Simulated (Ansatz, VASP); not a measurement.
Pd: VASP beside Ansatz

Contents of INCAR:

```
SYSTEM = Pd
ALGO = Normal
EDIFF = 1E-6
ENCUT = 520
GGA = PE
ISIF = 2
ISMEAR = -1
ISPIN = 2
LASPH = .TRUE.
LCHARG = .FALSE.
LMAXMIX = 4
LORBIT = 11
LREAL = .FALSE.
LWAVE = .FALSE.
MAGMOM = 0.288
NBANDS = 15
NELM = 150
PREC = Accurate
SIGMA = 0.05
```

File KPOINTS:

```
k-points
0
G
  15 15 15
  0 0 0
```

The input POSCAR:

```
Pd
1.0
    0.0000000000      1.9737080107      1.9737080107
    1.9737080107      0.0000000000      1.9737080107
    1.9737080107      1.9737080107      0.0000000000
Pd
1
Direct
    0.0000000000      0.0000000000      0.0000000000
```

Input for Ansatz:

```yaml
crystal:
  lattice:
    - [0.0, 1.9737080107, 1.9737080107]
    - [1.9737080107, 0.0, 1.9737080107]
    - [1.9737080107, 1.9737080107, 0.0]
  atoms:
    - { symbol: Pd, position: [0.0, 0.0, 0.0], spin: 0.288 }
hamiltonian:
  xc: pbe
  pseudopotentials:
    kind: paw
    azcp:
      Pd: "pseudopotentials/Pd.paw.azcp"
basis:
  ecutwfc: 420
  fft_grid_basis: typed
kpoints:
  mp_grid: { grid: [15, 15, 15], shift: [0, 0, 0] }
magnetization:
  spin_polarized: true
scf:
  occupations: { method: fermi_dirac, width: 0.05 }
  lower_state_search: "off"
output:
  stress: true
```

Alike in both runs: task single point; functional PBE; k mesh 15 × 15 × 15; occupations fermi-dirac, width 0.05 eV; collinear spin.

```csv
,VASP,Ansatz
version,VASP 6.6.1,Ansatz 0.2.0
potentials or method,"VASP PAW PBE potentials, release 64 (Pd), cutoff 520 eV","plane waves (420 eV) with PAW, scalar-relativistic"
valence electrons in the cell,10,18
```

|  | VASP | Ansatz | Ansatz less VASP |
| --- | --- | --- | --- |
| pressure (GPa) | -1.0 | -0.7 | +0.26 |
| net moment per atom (μB) | 0.05 | 0.00 | -0.050 |
| size of the moment on the site where the two differ most (μB) | 0.05 | 0.00 | -0.050 |

Site moments also hang on the region over which each program counts them. VASP's potentials hold 10 valence electrons a cell and Ansatz's 18, so a difference there can come from the potentials and not from the codes. Ansatz's warnings: seeded moment not kept.
